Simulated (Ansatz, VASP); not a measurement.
**Two plane-wave programs on InSb**

Contents of INCAR:

```
PREC = Accurate
ENCUT = 520
EDIFF = 1E-6
ISMEAR = 0
SIGMA = 0.1
LREAL = F
LASPH = T
NELM = 80
ALGO = Normal
ISIF = 2
LWAVE = F
LCHARG = F
GGA = PE
NBANDS = 26
```

The input KPOINTS:

```
regular mesh
0
Gamma
  10 10 8
```

POSCAR

```
InSb
1.0
    3.0633140000     -3.0813730000      0.0000000000
    3.0633140000      3.0813730000      0.0000000000
    0.0000000000      0.0000000000      6.1268940000
In Sb
2 2
Direct
    0.2794110000      0.7205890000      0.2500000000
    0.7205890000      0.2794110000      0.7500000000
    0.7772050000      0.2227950000      0.2500000000
    0.2227950000      0.7772050000      0.7500000000
```

Input for Ansatz:

```yaml
crystal:
  lattice:
    - [3.063314, -3.081373, 0.0]
    - [3.063314, 3.081373, 0.0]
    - [0.0, 0.0, 6.126894]
  atoms:
    - { symbol: In, position: [0.279411, 0.720589, 0.25] }
    - { symbol: In, position: [0.720589, 0.279411, 0.75] }
    - { symbol: Sb, position: [0.777205, 0.222795, 0.25] }
    - { symbol: Sb, position: [0.222795, 0.777205, 0.75] }
basis:
  ecutwfc: 420
kpoints:
  mp_grid: { grid: [10, 10, 8] }
hamiltonian:
  xc: pbe
scf:
  occupations: { method: gaussian, width: 0.1 }
output:
  forces: true
  stress: true
  eigenvalues: true
  populations: true
```

Alike in both runs: task single point; functional PBE; k mesh 10 × 10 × 8; occupations gaussian, width 0.1 eV; no spin polarisation.

|  | VASP | Ansatz |
| --- | --- | --- |
| version | VASP 6.6.1 | Ansatz 0.2.0 |
| potentials or method | VASP PAW PBE potentials, release 64 (In_d, Sb), cutoff 520 eV | scalar-relativistic, plane waves, PAW |
| valence electrons in the cell | 36 | 56 |

```csv
,VASP,Ansatz,Ansatz less VASP
gap on the k mesh at the Fermi level (eV),none,none,-
pressure (GPa),0.1,0.1,+0.03
"traceless stress, the component that is largest in VASP (GPa)",-0.24,-0.23,0.000
rms of the force components (eV/Å),0.004,0.005,+0.0011
```

Atom by atom the forces differ by 0.001 eV/Å (rms over components). A gap of «none» marks a metal or a gap that the smearing closes. With one functional, cell and mesh, what is left measures potentials, basis and numerics. VASP's potentials hold 36 valence electrons a cell and Ansatz's 56, so a difference there can come from the potentials and not from the codes.

Neither program's run includes spin-orbit coupling.
